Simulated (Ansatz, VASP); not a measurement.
# Os: VASP beside Ansatz

```
CELL_PARAMETERS angstrom
2.72892 0.00000 0.00000
-1.36446 2.36331 0.00000
0.00000 0.00000 4.31146
ATOMIC_POSITIONS crystal
Os 0.33333 0.66667 0.25000
Os 0.66667 0.33333 0.75000
```

Alike in both runs: functional PBEsol; k mesh 18 × 18 × 10; occupations fermi-dirac, width 0.15 eV; no spin polarisation.

Ansatz relaxed the structure, and its values are those at the end. VASP's run is a single point on that final structure, the one shown.

|  | VASP | Ansatz |
| --- | --- | --- |
| version | VASP 6.6.1 | Ansatz 0.2.0 |
| potentials or method | VASP PAW PBE potentials, release 64 (Os), cutoff 520 eV | scalar-relativistic, plane waves, PAW |
| valence electrons in the cell | 16 | 32 |

```csv
,VASP,Ansatz,Ansatz less VASP
gap on the k mesh at the Fermi level (eV),none,none,-
pressure (GPa),0.5,0.0,-0.48
```

VASP's potentials were made for PBE, not for PBEsol. A gap of «none» marks a metal or a gap that the smearing closes. With one functional, cell and mesh, what is left measures potentials, basis and numerics. VASP's potentials hold 16 valence electrons a cell and Ansatz's 32, so a difference there can come from the potentials and not from the codes.

Spin-orbit coupling is off throughout.
